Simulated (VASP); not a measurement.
# Ba2SrP2 (P3m1) in VASP: a series of runs, part 2 of 2

VASP 6.6.1. Earlier steps stand in the parts before.

**3. Single point, PBE**

This run uses another cell than the first one: it holds 10 atoms, not 5.

INCAR reads:

```
ALGO = Normal
EDIFF = 1E-6
ENCUT = 520
GGA = PE
ISIF = 2
ISMEAR = 0
LASPH = T
LCHARG = F
LREAL = F
LWAVE = F
NBANDS = 51
NELM = 80
PREC = Accurate
SIGMA = 0.1
```

KPOINTS reads:

```
k-points
0
Gamma
  3 3 1
```

POSCAR reads:

```
Ba2SrP2
1.0
    5.1086231608      0.0000000000      0.0000000000
   -2.5543115804      4.4241974356      0.0000000000
    0.0000000000      0.0000000000     15.9832212613
Ba Sr P
4 2 4
Direct
    0.6666666667      0.3333333333      0.1740121319
    0.6666666667      0.3333333333      0.6740121319
    0.0000000000      0.0000000000      0.4990728999
    0.0000000000      0.0000000000      0.9990728999
    0.3333333333      0.6666666667      0.3276657121
    0.3333333333      0.6666666667      0.8276657121
    0.3333333333      0.6666666667      0.1176886880
    0.3333333333      0.6666666667      0.6176886880
    0.6666666667      0.3333333333      0.3815605680
    0.6666666667      0.3333333333      0.8815605680
```

Potentials or basis: VASP PAW PBE potentials, release 64 (Ba_sv, Sr_sv, P).

The run is started by

```bash
$ cat potpaw_PBE.64/Ba_sv/POTCAR potpaw_PBE.64/Sr_sv/POTCAR potpaw_PBE.64/P/POTCAR > POTCAR
$ mpirun -np 1 vasp_std > vasp.out
```

OUTCAR:

```text
EDIFF = 1E-6
   ENCUT = 520
   GGA = PE
   ISIF = 2
   ISMEAR = 0
   LASPH = T
   LREAL = F
   NELM = 80
   PREC = Accurate

 ion  position               nearest neighbor table
   1  0.667  0.333  0.174-   7 3.08   7 3.08   7 3.08   9 3.32   5 3.84   5 3.84   5 3.84   4 4.06
                             4 4.06   4 4.06
   2  0.667  0.333  0.674-   8 3.08   8 3.08   8 3.08  10 3.32   6 3.84   6 3.84   6 3.84   3 4.06
                             3 4.06   3 4.06
   3  0.000  0.000  0.499-   9 3.50   9 3.50   9 3.50   8 3.51   8 3.51   8 3.51   5 4.03   5 4.03
                             5 4.03   2 4.06   2 4.06   2 4.06
   4  0.000  0.000  0.999-  10 3.50  10 3.50  10 3.50   7 3.51   7 3.51   7 3.51   6 4.03   6 4.03
[... 379 lines left out ...]

 VOLUME and BASIS-vectors are now :
 -----------------------------------------------------------------------------
  energy-cutoff  :      520.00
  volume of cell :      361.25
      direct lattice vectors                 reciprocal lattice vectors
     5.108623161  0.000000000  0.000000000     0.195747458  0.113014848  0.000000000
    -2.554311580  4.424197436  0.000000000     0.000000000  0.226029696  0.000000000
     0.000000000  0.000000000 15.983221261     0.000000000  0.000000000  0.062565611

 POSITION                                       TOTAL-FORCE (eV/Angst)
 -----------------------------------------------------------------------------------
      2.55431      1.47473      2.78127         0.000000      0.000000      0.048970
      2.55431      1.47473     10.77289         0.000000      0.000000      0.048970
      0.00000      0.00000      7.97679         0.000000      0.000000     -0.019118
      0.00000      0.00000     15.96840         0.000000      0.000000     -0.019118
     -0.00000      2.94946      5.23715        -0.000000     -0.000000      0.005834
     -0.00000      2.94946     13.22876        -0.000000     -0.000000      0.005834
     -0.00000      2.94946      1.88104        -0.000000      0.000000     -0.017921
     -0.00000      2.94946      9.87265        -0.000000      0.000000     -0.017921
      2.55431      1.47473      6.09857        -0.000000      0.000000     -0.017765
      2.55431      1.47473     14.09018        -0.000000      0.000000     -0.017765
 -----------------------------------------------------------------------------------
    total drift:                                0.000000     -0.000000     -0.000274

  FREE ENERGIE OF THE ION-ELECTRON SYSTEM (eV)
  ---------------------------------------------------
  free  energy   TOTEN  =       -42.3211507417 eV

  energy  without entropy=      -42.3211507417  energy(sigma->0) =      -42.32115074
```

It took 66 s on 1 thread of Intel Xeon 6975P-C (Granite Rapids), shared host; peak memory 0.47 GiB.

Results:

| Item | Value |
| --- | --- |
| Free energy | -42.3212 eV |
| Pressure | 0.3 GPa |
| Largest force | 0.049 eV/Å |
| Band gap on the k mesh | 1.32 eV |

Forces in eV/Å, atoms in the order of the input:
```
Ba   0.000  0.000  0.049
Ba   0.000  0.000  0.049
Ba   0.000  0.000 -0.019
Ba   0.000  0.000 -0.019
Sr   0.000  0.000  0.006
Sr   0.000  0.000  0.006
P    0.000  0.000 -0.018
P    0.000  0.000 -0.018
P    0.000  0.000 -0.018
P    0.000  0.000 -0.018
```

Caveat: the k points lie up to 0.47 Å⁻¹ apart; spin-orbit coupling is left out, which moves the levels of the heavy elements.

**4. Relaxation of cell and atoms, PBE**

This run uses another cell than the first one, of 28.90 Å³/atom.

INCAR reads:

```
PREC = Accurate ; ENCUT = 600
EDIFF = 1E-6 ; ISMEAR = 0
SIGMA = 0.2 ; LREAL = False
LASPH = True ; NELM = 100
ALGO = Normal ; ISIF = 3
LWAVE = False ; LCHARG = False
GGA = PE ; IBRION = 2
NSW = 36 ; EDIFFG = -0.08
```

KPOINTS reads:

```
regular mesh
0
Gamma
  4 4 2
```

POSCAR reads:

```
Ba2SrP2
1.0
    4.7259242100      0.0000000000      0.0000000000
   -2.3629621100      4.0927704200      0.0000000000
    0.0000000000      0.0000000000      7.4715385600
Ba Sr P
2 1 2
Direct
    0.6666666700      0.3333333300      0.3700000000
    0.0000000000      0.0000000000      0.0000000000
    0.3333333300      0.6666666700      0.6300000000
    0.3333333300      0.6666666700      0.2350000000
    0.6666666700      0.3333333300      0.7650000000
```

The run is started by

```bash
$ cat potpaw_PBE.64/Ba_sv/POTCAR potpaw_PBE.64/Sr_sv/POTCAR potpaw_PBE.64/P/POTCAR > POTCAR
$ mpirun -np 1 vasp_std > vasp.out
```

It took 2.4 min on 1 thread of Intel Xeon 6975P-C (Granite Rapids), shared host; peak memory 0.32 GiB.

The run converged. Its results:

```
Free energy                           : -21.1573 eV
Relaxed volume                        : 37.01 Å³/atom
Relaxed cell                          : a = 5.088 Å, b = 5.088 Å, c = 8.256 Å, α = 90.00°, β = 90.00°, γ = 120.00°
Space group after relaxing (to 0.1 Å) : P3m1 (No. 156)
Energy gained by relaxing             : 253.4 meV/atom
Ionic steps                           : 9
Pressure after relaxing               : -0.2 GPa
Largest force after relaxing          : 0.070 eV/Å
Band gap on the k mesh                : 1.31 eV
```

Forces in eV/Å, atoms in the order of the input:
```
Ba   0.000  0.000 -0.003
Ba   0.000  0.000  0.030
Sr   0.000  0.000  0.070
P    0.000  0.000 -0.055
P    0.000  0.000 -0.043
```

Stress tensor (GPa, compression positive):
```
-0.19  0.00  0.00
 0.00 -0.19  0.00
 0.00  0.00 -0.32
```

The path:
```csv
step,energy change (eV),largest force (eV/Å),pressure (GPa),volume (Å³)
1,0.0000,0.7852,11.90,144.52
2,-1.0806,0.6534,-2.07,194.24
3,-1.1678,0.6594,0.02,180.83
4,-1.1679,0.6590,-0.12,181.61
5,-1.2091,0.5210,-0.09,181.99
6,-1.2625,0.1558,0.10,182.98
7,-1.2633,0.1054,0.14,183.11
8,-1.2666,0.0813,-0.12,184.44
9,-1.2670,0.0703,-0.24,185.07
```

Final structure:
```
Ba Sr P
1.0
     5.08753    0.00000    0.00000
    -2.54377    4.40593    0.00000
     0.00000    0.00000    8.25625
Ba Sr P
2 1 2
Direct
  0.66667 0.33333 0.35371
  0.00000 0.00000 0.99671
  0.33333 0.66667 0.65097
  0.33333 0.66667 0.23735
  0.66667 0.33333 0.76126
```

Levels at points of the mesh, in eV from the valence-band top:
```csv
k point,band 17,band 18,band 19,band 20,band 21,band 22,band 23,band 24
"(0.00, 0.00, 0.00)",-0.81,-0.64,-0.64,-0.37,1.46,1.96,1.96,2.90
"(0.50, 0.00, 0.00)",-0.61,-0.59,-0.23,0.00,1.31,2.28,2.88,3.15
"(0.00, 0.00, 0.50)",-1.04,-0.68,-0.33,-0.33,2.58,2.59,2.59,2.90
"(0.50, 0.00, 0.50)",-0.59,-0.48,-0.27,-0.16,1.75,2.11,2.67,3.23
```

Caveat: the k points lie up to 0.38 Å⁻¹ apart in the final cell; the volume moved by over 15 % at a fixed basis, so the end points are rough; spin-orbit coupling is left out, which moves the levels of the heavy elements; the relaxation stopped at a loose force limit of 0.08 eV/Å, so its end isn't a converged minimum. A k mesh can miss the band edges.

**5. Overview**

```csv
task,cell,k mesh,cutoff (eV),smearing,gap on the mesh (eV),pressure (GPa),largest force (eV/Å)
single point,"a = 5.100, b = 5.100, c = 7.990 Å, angles 90.0, 90.0, 120.0°, 5 atoms, atomic positions A",4 × 4 × 2,520,gaussian 0.2 eV,1.32,0.5,0.07
single point,"a = 5.109, b = 5.109, c = 15.983 Å, angles 90.0, 90.0, 120.0°, 10 atoms, atomic positions B",3 × 3 × 1,520,gaussian 0.1 eV,1.32,0.3,0.05
relaxation of cell and atoms,"relaxed from a = 4.726, b = 4.726, c = 7.472 Å, angles 90.0, 90.0, 120.0°, 5 atoms, atomic positions C",4 × 4 × 2,600,gaussian 0.2 eV,1.31,-0.2,0.07
```

Alike in all rows: level PBE; potentials or basis VASP PAW PBE potentials, release 64 (Ba_sv, Sr_sv, P); no spin polarisation.

Caveats: some runs use coarse meshes; spin-orbit coupling is left out, which moves the levels of the heavy elements; the volume moved by over 15 % at a fixed basis, so the end points are rough (at least some runs); the relaxation stopped at a loose force limit of 0.08 eV/Å, so its end isn't a converged minimum (at least some runs).

Total energies depend on the potentials used, so only differences within one code and one set of settings carry meaning.
